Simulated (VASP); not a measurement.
# Al18Cu in VASP: a series of runs

Runs on Al18Cu. Level: PBE. Tasks: single point.

Everything below comes from runs of VASP 6.6.1. Logs are shortened: lines on timing, memory, paths and dates and some standing lists are left out, and cuts for length are marked.

### Step 1. The cell of the first run

The cell holds a slab with vacuum, 19 atoms: a = 12.150 Å, b = 5.728 Å, c = 15.864 Å, α = 90.00°, β = 90.00°, γ = 90.00°.

### Step 2. Single point, PBE

INCAR

```
SYSTEM = Al18Cu
PREC = Accurate ; ENCUT = 520
EDIFF = 1E-6 ; ISMEAR = -1
SIGMA = 0.1 ; LREAL = Auto
LASPH = .True. ; NELM = 100
ALGO = Normal ; ISIF = 2
LWAVE = .False. ; LCHARG = .True.
GGA = PE ; LELF = .True.
LVHAR = .True. ; NBANDS = 48
```

KPOINTS

```
regular mesh
0
Gamma
  2 3 1
  0 0 0
```

POSCAR

```
Al18Cu
1.0
   12.1500000000      0.0000000000      0.0000000000
    0.0000000000      5.7275650000      0.0000000000
    0.0000000000      0.0000000000     15.8637820000
Al Cu
18 1
Direct
    0.0000000000      0.0000000000      0.0630366706
    0.3333333333      0.0000000000      0.0630366706
    0.6666666667      0.0000000000      0.0630366706
    0.0000000000      0.5000030554      0.0630366706
    0.3333333333      0.5000030554      0.0630366706
    0.6666666667      0.5000030554      0.0630366706
    0.1735226337      0.2877662672      0.1441648656
    0.5025679012      0.2271296790      0.1378864132
    0.8348559671      0.2424415960      0.0754485910
    0.1751769547      0.7798951212      0.1646139615
    0.5163292181      0.7319515361      0.1590226089
    0.8303868313      0.7105462793      0.1464215784
    0.0027242798     -0.0856210274      0.2272282864
    0.3494732510      0.0009078902      0.2424705534
    0.6412427984      0.0149278096      0.2436241244
   -0.0280246914      0.4297637827      0.2655419748
    0.3423045267      0.5055726124      0.2288042032
    0.6802716049      0.5364583379      0.2722616839
    0.8339341564      0.1664930909      0.2298695229
```

Potentials or basis: VASP PAW PBE potentials, release 64 (Al, Cu).

The run is started by

```console
cat potpaw_PBE.64/Al/POTCAR potpaw_PBE.64/Cu/POTCAR > POTCAR
mpirun -np 1 vasp_std > vasp.out
```

OUTCAR:

```text
SYSTEM = Al18Cu
   PREC = Accurate
   ENCUT = 520
   EDIFF = 1E-6
   ISMEAR = -1
   LREAL = Auto
   LASPH = .True.
   NELM = 100
   ISIF = 2
   GGA = PE

 ion  position               nearest neighbor table
   1  0.000  0.000  0.063-   9 2.45  13 2.65   4 2.86   4 2.86  10 2.95  12 2.96   7 2.97
   2  0.333  0.000  0.063-   8 2.71  10 2.81  14 2.85   7 2.85   5 2.86   5 2.86  11 3.10
   3  0.667  0.000  0.063-   9 2.48   8 2.66  11 2.83   6 2.86   6 2.86  15 2.88  12 2.91
   4  0.000  0.500  0.063-   9 2.50  12 2.73   7 2.75   1 2.86   1 2.86  10 3.11  16 3.26
   5  0.333  0.500  0.063-   7 2.63  17 2.63   8 2.84   2 2.86   2 2.86  10 2.98  11 3.00
   6  0.667  0.500  0.063-   9 2.53  12 2.68  11 2.72   8 2.80   3 2.86   3 2.86  18 3.33
   7  0.174  0.288  0.144-   5 2.63  17 2.75   4 2.75  10 2.84   2 2.85  10 2.93   1 2.97  14 3.11
                            16 3.22  13 3.26
   8  0.503  0.227  0.138-   3 2.66  15 2.67   2 2.71   6 2.80  14 2.81   5 2.84  11 2.86  17 2.90
                            11 2.92
   9  0.835  0.242  0.075-   1 2.45   3 2.48  19 2.49   4 2.50   6 2.53  12 2.91  12 3.25
  10  0.175  0.780  0.165-  13 2.44  14 2.76  17 2.76   2 2.81   7 2.84   7 2.93   1 2.95   5 2.98
                             4 3.11
  11  0.516  0.732  0.159-  15 2.59  17 2.72   6 2.72   3 2.83   8 2.86  14 2.87  18 2.91   8 2.92
                             5 3.00   2 3.10
  12  0.830  0.711  0.146-   6 2.68  13 2.72   4 2.73  18 2.88   3 2.91   9 2.91  19 2.93   1 2.96
                            16 3.02   9 3.25  15 3.27
  13  0.003  0.914  0.227-  10 2.44  19 2.51   1 2.65  12 2.72  16 2.87  16 3.04   7 3.26
  14  0.349  0.001  0.242-  10 2.76   8 2.81  17 2.85   2 2.85  11 2.87  17 2.90   7 3.11
  15  0.641  0.015  0.244-  19 2.51  11 2.59   8 2.67  18 2.82   3 2.88  18 3.06  12 3.27
  16  0.972  0.430  0.266-  19 2.33  13 2.87  12 3.02  13 3.04   7 3.22   4 3.26
  17  0.342  0.506  0.229-   5 2.63  11 2.72   7 2.75  10 2.76  14 2.85  14 2.90   8 2.90
  18  0.680  0.536  0.272-  15 2.82  12 2.88  19 2.90  11 2.91  15 3.06   6 3.33
  19  0.834  0.166  0.230-  16 2.33   9 2.49  15 2.51  13 2.51  18 2.90  12 2.93

  LATTYP: Found a simple orthorhombic cell.
 ALAT       =     5.7275650000
 B/A-ratio  =     2.1213203167
 C/A-ratio  =     2.7697253545

  Lattice vectors:

 A1 = (   0.0000000000,  -5.7275650000,   0.0000000000)
 A2 = (  12.1500000000,   0.0000000000,   0.0000000000)
 A3 = (   0.0000000000,   0.0000000000,  15.8637820000)

Analysis of symmetry for initial positions (statically):
=====================================================================
 Subroutine PRICEL returns:
 Original cell was already a primitive cell.

 Routine SETGRP: Setting up the symmetry group for a
 simple orthorhombic supercell.

 Subroutine GETGRP returns: Found  1 space group operations
 (whereof  1 operations were pure point group operations)
 out of a pool of  8 trial point group operations.

The static configuration has the point symmetry C_1 .

Analysis of symmetry for dynamics (positions and initial velocities):
=====================================================================
 Subroutine PRICEL returns:
 Original cell was already a primitive cell.

 Routine SETGRP: Setting up the symmetry group for a
 simple orthorhombic supercell.

 Subroutine GETGRP returns: Found  1 space group operations
 (whereof  1 operations were pure point group operations)
 out of a pool of  8 trial point group operations.

The dynamic configuration has the point symmetry C_1 .

 Subroutine INISYM returns: Found  1 space group operations
 (whereof  1 operations are pure point group operations),
 and found     1 'primitive' translations

----------------------------------------------------------------------------------------

                                     Primitive cell

  volume of cell :    1103.9592

  direct lattice vectors                    reciprocal lattice vectors
    12.150000000  0.000000000  0.000000000     0.082304527  0.000000000  0.000000000
     0.000000000  5.727565000  0.000000000     0.000000000  0.174594265  0.000000000
     0.000000000  0.000000000 15.863782000     0.000000000  0.000000000  0.063036671

  length of vectors
    12.150000000  5.727565000 15.863782000     0.082304527  0.174594265  0.063036671

  position of ions in fractional coordinates (direct lattice)
     0.000000000  0.000000000  0.063036671
     0.333333333  0.000000000  0.063036671
     0.666666667  0.000000000  0.063036671
     0.000000000  0.500003055  0.063036671
     0.333333333  0.500003055  0.063036671
     0.666666667  0.500003055  0.063036671
[... 11 lines left out ...]
     0.680271605  0.536458338  0.272261684
     0.833934156  0.166493091  0.229869523

  ion indices of the primitive-cell ions
   primitive index   ion index
                 1           1
                 2           2
                 3           3
                 4           4
                 5           5
                 6           6
[... 11 lines left out ...]
                18          18
                19          19

----------------------------------------------------------------------------------------

 KPOINTS: regular mesh

Automatic generation of k-mesh.
 Grid dimensions read from file:
 generate k-points for:    2    3    1

 Generating k-lattice:

  Cartesian coordinates                     Fractional coordinates (reciprocal lattice)
     0.041152263  0.000000000  0.000000000     0.500000000  0.000000000  0.000000000
     0.000000000  0.058198088  0.000000000     0.000000000  0.333333333  0.000000000
     0.000000000  0.000000000  0.063036671     0.000000000  0.000000000  1.000000000

  Length of vectors
     0.041152263  0.058198088  0.063036671

  Shift w.r.t. Gamma in fractional coordinates (k-lattice)
     0.000000000  0.000000000  0.000000000

 Subroutine IBZKPT returns following result:
 ===========================================

 Found      4 irreducible k-points:

 Following reciprocal coordinates:
            Coordinates               Weight
  0.000000  0.000000  0.000000      1.000000
  0.500000  0.000000  0.000000      1.000000
  0.000000  0.333333  0.000000      2.000000
  0.500000  0.333333  0.000000      2.000000
   k-points           NKPTS =      4   k-points in BZ     NKDIM =      4   number of bands    NBANDS=     48
   number of dos      NEDOS =    301   number of ions     NIONS =     19
   total plane-waves  NPLWV = 518400
   dimension x,y,z NGX =    90 NGY =   48 NGZ =  120
   dimension x,y,z NGXF=   180 NGYF=   96 NGZF=  240
   ions per type =              18   1
   NGX,Y,Z   is equivalent  to a cutoff of  12.31, 13.93, 12.58 a.u.
   NGXF,Y,Z  is equivalent  to a cutoff of  24.63, 27.86, 25.15 a.u.
 SYSTEM =  Al18Cu
   PREC   = accura    normal or accurate (medium, high low for compatibility)
   ISTART =      0    job   : 0-new  1-cont  2-samecut
   ICHARG =      2    charge: 1-file 2-atom 10-const
   ISPIN  =      1    spin polarized calculation?
   LNONCOLLINEAR =      F non collinear calculations
   LSORBIT =      F    spin-orbit coupling
   LASPH  =      T    aspherical Exc in radial PAW
   ENCUT  =  520.0 eV  38.22 Ry    6.18 a.u.  22.59 10.65 29.50*2*pi/ulx,y,z
   NELM   =    100;   NELMIN=  2; NELMDL= -5     # of ELM steps
   EDIFF  = 0.1E-05   stopping-criterion for ELM
   LREAL  =      T    real-space projection
   EDIFFG = 0.1E-04   stopping-criterion for IOM
   NSW    =      0    number of steps for IOM
   IBRION =     -1    ionic relax: 0-MD 1-quasi-New 2-CG
   NFREE  =      0    steps in history (QN), initial steepest desc. (CG)
   ISIF   =      2    stress and relaxation
   ISYM   =      2    0-nonsym 1-usesym 2-fastsym
   POTIM  = 0.5000    time-step for ionic-motion
   TEBEG  =    0.0;   TEEND  =   0.0 temperature during run
   PSTRESS=    0.0 pullay stress
   NELECT =      65.0000    total number of electrons
   NUPDOWN=      -1.0000    fix difference up-down
   EMIN   =  10.00;   EMAX   =-10.00  energy-range for DOS
   EFERMI =   0.00;   METHOD = LEGACY
   ISMEAR =    -1;   SIGMA  =   0.10  broadening in eV -4-tet -1-fermi 0-gaus
   EFERMI_NEDOS =   21; number of points for ismear=-14 and -15
   IALGO  =     38    algorithm
   IMIX   =      4    mixing-type and parameters
     AMIX     =   0.40;   BMIX     =  1.00
     AMIX_MAG =   1.60;   BMIX_MAG =  1.00
  volume/ion in A,a.u.               =      58.10       392.10
  Fermi-wavevector in a.u.,A,eV,Ry     =   0.636886  1.203540  5.518844  0.405624
  Thomas-Fermi vector in A             =   1.701707
   LORBIT       =      0    0 simple, 1 ext, 2 COOP (PROOUT), +10 PAW based schemes
   GGA     = PE    functional components
   LHFCALC =     F    Hartree Fock is set to
   AEXX    =    0.0000 exact exchange contribution
   IVDW    =     0    specifies the selected vdW correction
   LEPSILON=     F    determine dielectric tensor
   LRPA    =     F    only Hartree local field effects (RPA)
 non-spin polarized calculation
  energy-cutoff  :      520.00
  volume of cell :     1103.96
 maximum number of plane-waves:     29758
   NGX = 45   NGY = 21   NGZ = 59

 number of electron      65.0000001 magnetization

 Free energy of the ion-electron system (eV)
  ---------------------------------------------------
  ext. energy  EPLUGINS =         0.00000000
  ---------------------------------------------------
  free energy    TOTEN  =       -61.34111926 eV

  energy without entropy =      -61.10794458  energy(sigma->0) =      -61.22453192

 E-fermi :  -0.7186     XC(G=0):  -4.1673

 val. band max:       -0.7231079451   @ k =   0.0000   0.3333   0.0000
 cond. band min:      -0.5923809032   @ k =   0.5000   0.3333   0.0000
 fundamental gap:      0.1307270419
 Fermi energy:        -0.7186065372

 k-point     1 :       0.0000    0.0000    0.0000
  band No.  band energies     occupation
      1     -10.2211      2.00000
      2      -9.3582      2.00000
      3      -9.1240      2.00000
      4      -7.2643      2.00000
      5      -6.4415      2.00000
      6      -6.3608      2.00000
[... 36 lines left out ...]
     43       1.3607      0.00000
     44       1.4757      0.00000
[... 99 lines left out ...]
      3      -8.1825      2.00000
      4      -8.0268      2.00000
      5      -7.6827      2.00000
      6      -7.2041      2.00000
[... 36 lines left out ...]
     43       1.3907      0.00000
     44       1.5239      0.00000
 [bands above 44 left out]

------------------------ aborting loop because EDIFF is reached ----------------------------------------

  FORCE on cell =-STRESS in cart. coord.  units (eV):
  Direction    XX          YY          ZZ          XY          YZ          ZX
  --------------------------------------------------------------------------------------
  -------------------------------------------------------------------------------------
  Total       -1.9734968     -7.7685794      0.7316930      1.4325460      0.3094922     -0.5073470
  in kB       -2.8641382    -11.2745483      1.0619069      2.0790557      0.4491665     -0.7363133
  external PRESSURE =      -4.3589265 kB  Pullay stress =       0.0000000 kB

 VOLUME and BASIS-vectors are now :
 -----------------------------------------------------------------------------
  energy-cutoff  :      520.00
  volume of cell :     1103.96
      direct lattice vectors                 reciprocal lattice vectors
    12.150000000  0.000000000  0.000000000     0.082304527  0.000000000  0.000000000
     0.000000000  5.727565000  0.000000000     0.000000000  0.174594265  0.000000000
     0.000000000  0.000000000 15.863782000     0.000000000  0.000000000  0.063036671

 POSITION                                       TOTAL-FORCE (eV/Angst)
 -----------------------------------------------------------------------------------
      0.00000      0.00000      1.00000         1.086867     -0.915985     -0.388743
      4.05000      0.00000      1.00000        -0.061973     -0.204446      0.052847
      8.10000      0.00000      1.00000        -0.500228     -0.993524     -0.094212
      0.00000      2.86380      1.00000         1.063559      0.815310      0.185685
      4.05000      2.86380      1.00000         0.324258      0.422046     -0.673503
      8.10000      2.86380      1.00000        -0.839874      0.536148      0.104183
[... 11 lines left out ...]
      8.26530      3.07260      4.31910         0.135084     -0.442811     -0.714660
     10.13230      0.95360      3.64660        -0.660172     -0.392127     -0.057425
 -----------------------------------------------------------------------------------
    total drift:                                0.012777      0.008086     -0.011528

  FREE ENERGIE OF THE ION-ELECTRON SYSTEM (eV)
  ---------------------------------------------------
  free  energy   TOTEN  =       -61.3411192624 eV

  energy  without entropy=      -61.1079445761  energy(sigma->0) =      -61.22453192
```

Run time: 6.6 min. Hardware: 1 thread of Intel Xeon Platinum 8488C (Sapphire Rapids), shared host; peak memory 0.97 GiB.

Results:

```yaml
Free_energy: -61.3411 eV
Largest_force: 1.526 eV/Å
Band_gap_on_the_k_mesh: zero (an odd number of electrons rules out a gap without spin polarisation)
```

Forces on the atoms (eV/Å):
```
Al   1.087 -0.916 -0.389
Al  -0.062 -0.204  0.053
Al  -0.500 -0.994 -0.094
Al   1.064  0.815  0.186
Al   0.324  0.422 -0.674
Al  -0.840  0.536  0.104
Al  -0.646 -0.509  0.317
Al  -0.177  0.549  0.029
Al  -0.225  0.368  0.300
Al   0.708 -0.290 -0.602
Al  -0.523 -0.366 -0.402
Al  -0.111  0.307  0.290
Al  -0.932  0.331  1.162
Al  -0.022  0.279 -0.176
Al   0.678  0.219  0.508
Al   0.649  0.564 -0.679
Al   0.053 -0.277  0.838
Al   0.135 -0.443 -0.715
Cu  -0.660 -0.392 -0.057
```

Caveat: the k points lie up to 0.37 Å⁻¹ apart, too coarse for converged energies and pressures of a metal; the atoms stand as in a frame of molecular dynamics.

(Continued in part 2 of 2.)
